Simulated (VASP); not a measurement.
Nb, 4 atoms in the cell. It takes space group P6_3/mmc (No. 194, hexagonal). Conventional cell: a = 2.827 Å, b = 2.827 Å, c = 10.415 Å, α = 90.00°, β = 90.00°, γ = 120.00°. Nb (site symmetry -3m) has 12 Nb at 2.83 to 3.07 Å within 3.7 Å. Within 3.7 Å of Nb (site symmetry -6m2) lie 12 Nb at 2.83 to 3.07 Å. 

```yaml
Program: VASP 6.6.1
Task: single point
Functional: PBEsol
Potentials_or_basis: VASP PAW PBE potentials, release 64 (Nb_sv)
Cutoff: 520 eV
k_mesh: 18 × 18 × 6
Occupations: gaussian, width 0.1 eV
Spin: no spin polarisation
Dipole_correction: no
Further_INCAR_settings: ALGO = Fast; EDIFF = 1e-06; NBANDS = 34
```

Potentials or basis: VASP PAW PBE potentials, release 64 (Nb_sv).

Launch:

```console
$ cat potpaw_PBE.64/Nb_sv/POTCAR > POTCAR
$ mpirun -np 1 vasp_std > vasp.out
```

Hardware: 1 thread of Intel(R) Xeon(R) Platinum 8481C CPU @ 2.70GHz (Sapphire Rapids), with other jobs on the host.

Task: How long does it take, and how much memory?

Result: Run time: 5.9 min on 1 thread of Intel(R) Xeon(R) Platinum 8481C CPU @ 2.70GHz (Sapphire Rapids), on a shared host, peak memory 0.38 GiB. Counts: scf iterations 28, k points 148.
